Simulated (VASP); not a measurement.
NaHg3, 4 atoms in the cell. It takes space group Fm-3m (No. 225, cubic). The conventional cell has a = 7.322 Å, b = 7.322 Å, c = 7.322 Å, α = 90.00°, β = 90.00°, γ = 90.00°. Na (site symmetry m-3m) has 14 Hg at 3.17 to 3.66 Å within 4.2 Å. Hg (site symmetry -43m) has 4 Na at 3.17 Å and 10 Hg at 3.17 to 3.66 Å within 4.2 Å. Within 4.2 Å of Hg (site symmetry m-3m) lie 8 Hg at 3.17 Å and 6 Na at 3.66 Å. 

```yaml
Program: VASP 6.6.1
Task: single point
Functional: LDA
Potentials_or_basis: VASP PAW LDA potentials, release 64 (Na_pv, Hg)
Cutoff: 520 eV
k_mesh: 7 × 7 × 7
Occupations: fermi-dirac, width 0.1 eV
Spin: no spin polarisation
Dipole_correction: no
Further_INCAR_settings: ALGO = Normal; EDIFF = 1e-06; NBANDS = 30
```

Potentials or basis: VASP PAW LDA potentials, release 64 (Na_pv, Hg).

Run with:

```bash
$ cat potpaw_LDA.64/Na_pv/POTCAR potpaw_LDA.64/Hg/POTCAR > POTCAR
$ mpirun -np 1 vasp_std > vasp.out
```

Hardware: 1 thread of AMD EPYC 7R43 64-Core Processor (Zen 3), with other jobs on the host.

Q: How long does it take, and how much memory?

A: Wall time 77 s on 1 thread of AMD EPYC 7R43 64-Core Processor (Zen 3), with other jobs on the host, peak memory 0.18 GiB. Counts: scf iterations 11, k points 20.
